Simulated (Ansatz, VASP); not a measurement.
# Ge: VASP beside Ansatz

INCAR

```
ALGO = Normal
EDIFF = 1E-7
ENCUT = 520
GGA = PS
ISIF = 2
ISMEAR = 0
LASPH = True
LCHARG = False
LREAL = False
LWAVE = False
NBANDS = 21
NELM = 80
PREC = Accurate
SIGMA = 0.15
```

The input KPOINTS:

```
k-points
0
Gamma
  18 18 18
```

The input POSCAR:

```
Ge
1.0
    0.0000000000      2.8378807263      2.5186191446
    2.8378807263      0.0000000000      2.5186191446
    2.8378807263      2.8378807263      0.0000000000
Ge
2
Direct
    0.5000000000      0.5000000000      0.5000000000
    0.7500000000      0.7500000000      0.7500000000
```

Input for Ansatz:

```yaml
crystal:
  lattice:
    - [0.0, 2.8378807263, 2.5186191446]
    - [2.8378807263, 0.0, 2.5186191446]
    - [2.8378807263, 2.8378807263, 0.0]
  atoms:
    - { symbol: Ge, position: [0.5, 0.5, 0.5] }
    - { symbol: Ge, position: [0.75, 0.75, 0.75] }
basis:
  ecutwfc: 420
kpoints:
  mp_grid: { grid: [18, 18, 18] }
hamiltonian:
  xc: pbesol
scf:
  occupations: { method: gaussian, width: 0.15 }
output:
  forces: true
  stress: true
  eigenvalues: true
```

Change from the starting cell: strain -0.1125 x Voigt [0, 0, 1, 0, 0, 0], atoms carried along.

Alike in both runs: task single point; functional PBEsol; k mesh 18 × 18 × 18; occupations gaussian, width 0.15 eV; no spin polarisation.

|  | VASP | Ansatz |
| --- | --- | --- |
| version | VASP 6.6.1 | Ansatz 0.2.0 |
| potentials or method | VASP PAW PBE potentials, release 64 (Ge_d), cutoff 520 eV | scalar-relativistic, plane waves, PAW |
| valence electrons in the cell | 28 | 28 |

|  | VASP | Ansatz | Ansatz less VASP |
| --- | --- | --- | --- |
| gap on the k mesh at the Fermi level (eV) | none | none | - |
| pressure (GPa) | 10.1 | 10.1 | +0.10 |
| traceless stress, the component that is largest in VASP (GPa) | 3.79 | 3.77 | -0.022 |

VASP's potentials were made for PBE, not for PBEsol. A gap of «none» marks a metal or a gap that the smearing closes. With one functional, cell and mesh, what is left measures potentials, basis and numerics.
